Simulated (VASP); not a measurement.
NaI, 4 atoms in the cell. It takes space group P2/m (No. 10, monoclinic). Conventional cell: a = 3.746 Å, b = 4.102 Å, c = 4.141 Å, α = 90.00°, β = 105.60°, γ = 90.00°. Within 4.2 Å of Na (site symmetry 2/m) lie 8 I at 3.15 to 3.75 Å and 6 Na at 3.75 to 4.14 Å. Within 4.2 Å of I (site symmetry 2/m) lie 8 Na at 3.15 to 3.75 Å and 6 I at 3.74 to 4.14 Å.  This cell differs from its parent crystal: engineering shear strain xz -0.1000, normal strain along z -0.0733.

* Program: VASP 6.6.1
* Task: single point
* Functional: PBE
* Dispersion: D3(BJ)
* Potentials or basis: VASP PAW PBE potentials, release 64 (Na_pv, I)
* Cutoff: 520 eV
* k mesh: 6 × 8 × 4
* Occupations: gaussian, width 0.05 eV
* Spin: no spin polarisation
* Dipole correction: no
* Further INCAR settings: ALGO = Normal; EDIFF = 1e-06; NBANDS = 22

Potentials or basis: VASP PAW PBE potentials, release 64 (Na_pv, I).

Launch:

```console
$ cat potpaw_PBE.64/Na_pv/POTCAR potpaw_PBE.64/I/POTCAR > POTCAR
$ mpirun -np 1 vasp_std > vasp.out
```

Hardware: 1 thread of Intel Xeon 8259CL (shared host).

Problem. How long does it take, and how much memory?

Solution. It took 2.2 min on 1 thread of Intel Xeon 8259CL, on a shared host, peak memory 0.33 GiB. Counts: scf iterations 12, k points 70.
